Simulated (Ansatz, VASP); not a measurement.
## ScIn2Se2: VASP beside Ansatz

Contents of INCAR:

```
SYSTEM = ScIn2Se2
PREC = Accurate ; ENCUT = 520
EDIFF = 1E-6 ; ISMEAR = 0
SIGMA = 0.2 ; LREAL = .False.
LASPH = .True. ; NELM = 80
ALGO = Normal ; ISIF = 2
LWAVE = .False. ; LCHARG = .False.
GGA = PE ; NBANDS = 60
```

KPOINTS

```
Automatic mesh
0
Gamma
  6 6 1
  0 0 0
```

POSCAR

```
ScIn2Se2
1.0
    3.7982315580      0.0000000000      0.0000000000
   -1.8991157790      3.2893650187      0.0000000000
    0.0000000000      0.0000000000     22.2025248266
Sc In Se
2 4 4
Direct
    0.0000000000      0.0000000000      0.0000000000
    0.0000000000      0.0000000000      0.5000000000
    0.0000000000      0.0000000000      0.3229371728
    0.0000000000      0.0000000000      0.8229371728
    0.0000000000      0.0000000000      0.1770628272
    1.0000000000      1.0000000000      0.6770628272
    0.6666666667      0.3333333333      0.4285976202
    0.6666666667      0.3333333333      0.9285976202
    0.3333333333      0.6666666667      0.0714023798
    0.3333333333      0.6666666667      0.5714023798
```

Input for Ansatz:

```yaml
crystal:
  lattice:
    - [3.798231558, 0.0, 0.0]
    - [-1.899115779, 3.2893650187, 0.0]
    - [0.0, 0.0, 22.2025248266]
  atoms:
    - { symbol: Sc, position: [0.0, 0.0, 0.0] }
    - { symbol: Sc, position: [0.0, 0.0, 0.5] }
    - { symbol: In, position: [0.0, 0.0, 0.3229371728] }
    - { symbol: In, position: [0.0, 0.0, 0.8229371728] }
    - { symbol: In, position: [0.0, 0.0, 0.1770628272] }
    - { symbol: In, position: [1.0, 1.0, 0.6770628272] }
    - { symbol: Se, position: [0.6666666667, 0.3333333333, 0.4285976202] }
    - { symbol: Se, position: [0.6666666667, 0.3333333333, 0.9285976202] }
    - { symbol: Se, position: [0.3333333333, 0.6666666667, 0.0714023798] }
    - { symbol: Se, position: [0.3333333333, 0.6666666667, 0.5714023798] }
basis:
  ecutwfc: 420
kpoints:
  mp_grid: { grid: [6, 6, 1] }
hamiltonian:
  xc: pbe
scf:
  occupations: { method: gaussian, width: 0.2 }
  lower_state_search: "off"
output:
  forces: true
  stress: true
  eigenvalues: true
```

Alike in both runs: task single point; functional PBE; k mesh 6 × 6 × 1; occupations gaussian, width 0.2 eV; no spin polarisation.

```csv
,VASP,Ansatz
version,VASP 6.6.1,Ansatz 0.2.0
potentials or method,"VASP PAW PBE potentials, release 64 (Sc_sv, In_d, Se), cutoff 520 eV","scalar-relativistic, plane waves, PAW"
valence electrons in the cell,98,138
```

|  | VASP | Ansatz | Ansatz less VASP |
| --- | --- | --- | --- |
| gap on the k mesh at the Fermi level (eV) | none | none | - |
| pressure (GPa) | 0.1 | 0.1 | -0.08 |
| rms of the force components (eV/Å) | 0.009 | 0.006 | -0.0028 |

Atom by atom the forces differ by 0.009 eV/Å (rms over components). A gap of «none» marks a metal or a gap that the smearing closes. With one functional, cell and mesh, what is left measures potentials, basis and numerics. VASP's potentials hold 98 valence electrons a cell and Ansatz's 138, so a difference there can come from the potentials and not from the codes.
